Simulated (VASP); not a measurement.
Here is a VASP 6.6.1 calculation.

INCAR

```
ALGO = Normal ; EDIFF = 1E-6
ENCUT = 520 ; GGA = PS
ISIF = 2 ; ISMEAR = 0
IVDW = 12 ; LASPH = True
LCHARG = False ; LREAL = False
LWAVE = False ; NBANDS = 28
NELM = 100 ; PREC = Accurate
SIGMA = 0.15
```

File KPOINTS:

```
k-points
0
Gamma
  12 12 10
```

Contents of POSCAR:

```
SnO
1.0
    3.6119000000      0.0000000000      0.0000000000
    0.0000000000      3.6119000000      0.0000000000
    0.0000000000      0.0000000000      5.0778000000
Sn O
2 2
Direct
    0.0000000000      0.5000000000      0.2385000000
    0.5000000000      0.0000000000      0.7615000000
    0.0000000000      0.0000000000      0.0000000000
    0.5000000000      0.5000000000      0.0000000000
```

Potentials or basis: VASP PAW PBE potentials, release 64 (Sn_d, O).

Launch:

```console
$ cat potpaw_PBE.64/Sn_d/POTCAR potpaw_PBE.64/O/POTCAR > POTCAR
$ mpirun -np 1 vasp_std > vasp.out
```

What does it give for the pressure?

5.4 GPa.

What does it give for the dispersion energy per atom?

-0.228 eV.

Predict the largest force.

0.385 eV/Å.

Forces on the atoms (eV/Å):
```
Sn   0.000  0.000  0.385
Sn   0.000  0.000 -0.385
O    0.000  0.000  0.000
O    0.000  0.000  0.000
```

Caveat: the cell differs from its parent crystal (strain -0.050 along x and y, +0.050 along z); the stress differs along the axes, from -2 to 9 GPa; the PAW data sets were made with another functional, which shifts forces and pressure a little.
